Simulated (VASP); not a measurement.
Set up this calculation in VASP 6.6.1, as the native input.

```yaml
Task: single point
Functional: PBEsol
Potentials_or_basis: VASP PAW PBE potentials, release 64 (Cu)
Cutoff: 600 eV
k_mesh: 11 × 11 × 11
Occupations: fermi-dirac, width 0.02 eV
Spin: no spin polarisation
Dipole_correction: no
Further_INCAR_settings: ALGO = Normal; EDIFF = 1e-06; NBANDS = 12
```

The structure of Cu lies in POSCAR:

```
Cu
1.0
    0.0000000000      1.7809561784      1.7809561784
    1.7809561784      0.0000000000      1.7809561784
    1.7809561784      1.7809561784      0.0000000000
Cu
1
Direct
    0.0000000000      0.0000000000      0.0000000000
```

One way to write it, as run:

INCAR

```
SYSTEM = Cu
  PREC = Accurate
  ENCUT = 600
  EDIFF = 1E-6
  ISMEAR = -1
  SIGMA = 0.02
  LREAL = .False.
  LASPH = .True.
  NELM = 120
  ALGO = Normal
  ISIF = 2
  LWAVE = .False.
  LCHARG = .False.
  GGA = PS
  NBANDS = 12
  GGA_COMPAT = .False.
```

KPOINTS

```
Automatic mesh
0
Gamma
  11 11 11
  0 0 0
```

Potentials or basis: VASP PAW PBE potentials, release 64 (Cu).

The run is started by

```sh
$ cat potpaw_PBE.64/Cu/POTCAR > POTCAR
$ mpirun -np 1 vasp_std > vasp.out
```

Results of the run:

```json
{
  "Pressure": "0.8 GPa",
  "Band gap on the k mesh": "zero (an odd number of electrons rules out a gap without spin polarisation)"
}
```

Caveat: the PAW data sets were made with another functional, which shifts forces and pressure a little.

It took 14 s on 1 thread of Intel Xeon 8259CL, on a shared host, peak memory 0.13 GiB.
